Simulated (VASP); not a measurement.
Hf3AlN4:

```
CELL_PARAMETERS angstrom
3.44534 -4.87244 0.00000
3.44534 4.87244 0.00000
0.00000 0.00000 3.44534
ATOMIC_POSITIONS crystal
Hf 0.00000 0.00000 0.00000
Hf 0.00000 0.50000 0.50000
Hf 0.50000 0.00000 0.50000
Al 0.50000 0.50000 0.00000
N 0.75000 0.25000 0.00000
N 0.75000 0.75000 0.50000
N 0.25000 0.25000 0.50000
N 0.25000 0.75000 0.00000
```

| Item | Value |
| --- | --- |
| Program | VASP 6.6.1 |
| Task | relaxation of cell and atoms |
| Functional | PBE |
| Potentials or basis | VASP PAW PBE potentials, release 64 (Hf_pv, Al, N) |
| Cutoff | 600 eV |
| k mesh | 4 × 4 × 6 |
| Occupations | gaussian, width 0.1 eV |
| Spin | no spin polarisation |

At the start: pressure -35.6 GPa; volume 14.46 Å³/atom.

Problem. How do energy, volume and symmetry change on relaxing?

Solution. Over 10 steps the energy falls by 545.0 meV/atom and the volume is 10.97 Å³/atom (-24.1 %); space group Cmmm (No. 65, to 0.1 Å) before and after.

Step by step:
```
step  energy change (eV)  largest force (eV/Å)  pressure (GPa)  volume (Å³)
   1              0.0000                0.1835          -35.58       115.68
   2              1.2059                4.6307          104.99        69.81
   3             -3.8278                2.0636           -2.99        90.15
   4             -3.8386                2.1437           -0.76        89.32
   5             -3.8395                2.1899            0.59        88.83
   6             -4.2747                0.9189            3.73        86.85
   7             -4.3233                0.2148            5.83        85.98
   8             -4.2849                0.2644           -7.66        90.58
   9             -4.3599                0.0004           -0.10        87.83
  10             -4.3599                0.0041            0.02        87.79
```

Final structure:
```
CELL_PARAMETERS angstrom
3.16531 -4.44676 0.00000
3.16531 4.44676 0.00000
0.00000 0.00000 3.11849
ATOMIC_POSITIONS crystal
Hf 0.00000 0.00000 0.00000
Hf 0.00000 0.50000 0.50000
Hf 0.50000 0.00000 0.50000
Al 0.50000 0.50000 0.00000
N 0.73776 0.26224 0.00000
N 0.72606 0.72606 0.50000
N 0.27394 0.27394 0.50000
N 0.26224 0.73776 0.00000
```

Caveat: the volume moved by over 15 % at a fixed basis, so the end points are rough.
